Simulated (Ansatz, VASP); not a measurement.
# Nb in VASP and in Ansatz

```
Nb
1.0
     0.00000    2.23274    1.89783
     2.23274    0.00000    1.89783
     2.23274    2.23274    0.00000
Nb
1
Direct
  0.00000 0.00000 0.00000
```

Alike in both runs: task single point; functional LDA; k mesh 22 × 22 × 22; occupations gaussian, width 0.15 eV; no spin polarisation.

|  | VASP | Ansatz |
| --- | --- | --- |
| version | VASP 6.6.1 | Ansatz 0.2.0 |
| potentials or method | VASP PAW LDA potentials, release 64 (Nb_sv), cutoff 520 eV | scalar-relativistic, plane waves, PAW |
| valence electrons in the cell | 13 | 13 |

```csv
,VASP,Ansatz,Ansatz less VASP
gap on the k mesh at the Fermi level (eV),none,none,-
pressure (GPa),-13.6,-13.5,+0.11
"traceless stress, the component that is largest in VASP (GPa)",-11.57,-11.57,+0.004
```

LDA's correlation is that of Perdew and Zunger in VASP and of Perdew and Wang (1992) in Ansatz. A gap of «none» marks a metal or a gap that the smearing closes.
